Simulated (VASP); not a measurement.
Here is a VASP 6.6.1 calculation.

INCAR

```
SYSTEM = V
ALGO     = Fast           ! electronic algorithm
EDIFF    = 1E-6           ! SCF threshold, eV
ENCUT    = 520            ! plane-wave cutoff, eV
GGA      = PS             ! functional
ISIF     = 2              ! what is computed and relaxed
ISMEAR   = -1             ! smearing method
ISPIN    = 2              ! spin polarisation
IVDW     = 13             ! dispersion correction
LASPH    = .True.         ! aspherical terms in the spheres
LCHARG   = .False.        ! write CHGCAR
LMAXMIX  = 4              ! l up to which the mixer works
LORBIT   = 11             ! projections on sites
LREAL    = .False.        ! projectors in reciprocal space
LWAVE    = .False.        ! write WAVECAR
MAGMOM   = 2              ! initial moments
NBANDS   = 16             ! bands
NELM     = 150            ! most SCF steps
PREC     = Accurate       ! precision mode
SIGMA    = 0.05           ! smearing width, eV
```

Contents of KPOINTS:

```
k-points
0
Gamma
  12 12 12
  0 0 0
```

POSCAR

```
V
1.0
   -1.4938833019      1.4938833019      1.4938833019
    1.4938833019     -1.4938833019      1.4938833019
    1.4938833019      1.4938833019     -1.4938833019
V
1
Direct
    0.0000000000      0.0000000000      0.0000000000
```

Potentials or basis: VASP PAW PBE potentials, release 64 (V_sv).

Launch:

```bash
$ cat potpaw_PBE.64/V_sv/POTCAR > POTCAR
$ mpirun -np 1 vasp_std > vasp.out
```

Task: Predict the dispersion energy per atom.

Result: -0.191 eV.

Task: Estimate the net moment.

Result: 0.01 μB per cell.
